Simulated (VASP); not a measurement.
HfO2, 6 atoms in the cell. Symmetry: I4_1/amd, No. 141, tetragonal system. The conventional cell has a = 4.019 Å, b = 4.019 Å, c = 10.645 Å, α = 90.00°, β = 90.00°, γ = 90.00°. Within 2.7 Å of Hf (site symmetry -4m2) lie 6 O at 2.07 to 2.15 Å. O (site symmetry 2mm) has 3 Hf at 2.07 to 2.15 Å and 2 O at 2.59 Å within 2.7 Å. The cell was built from a structure type or drawn by symmetry, and may not be a known phase.

```yaml
Program: VASP 6.6.1
Task: relaxation of cell and atoms
Functional: PBE
Potentials_or_basis: VASP PAW PBE potentials, release 64 (Hf_pv, O)
Cutoff: 600 eV
k_mesh: 8 × 8 × 8
Occupations: gaussian, width 0.02 eV
Spin: no spin polarisation
Dipole_correction: no
Further_INCAR_settings: ALGO = Normal; EDIFF = 1e-07; IBRION = 2; EDIFFG = -0.01; NSW = 100; ISIF = 3
```

Potentials or basis: VASP PAW PBE potentials, release 64 (Hf_pv, O).

Launch:

```console
$ cat potpaw_PBE.64/Hf_pv/POTCAR potpaw_PBE.64/O/POTCAR > POTCAR
$ mpirun -np 1 vasp_std > vasp.out
```

Hardware: 1 thread of Oxide Virtual Turin-like Processor, on a shared host.

Estimate the wall time of this run.

Wall time 50 min on 1 thread of Oxide Virtual Turin-like Processor, with other jobs on the host, peak memory 0.39 GiB. Counts: scf iterations 84, k points 59, ion steps 10.
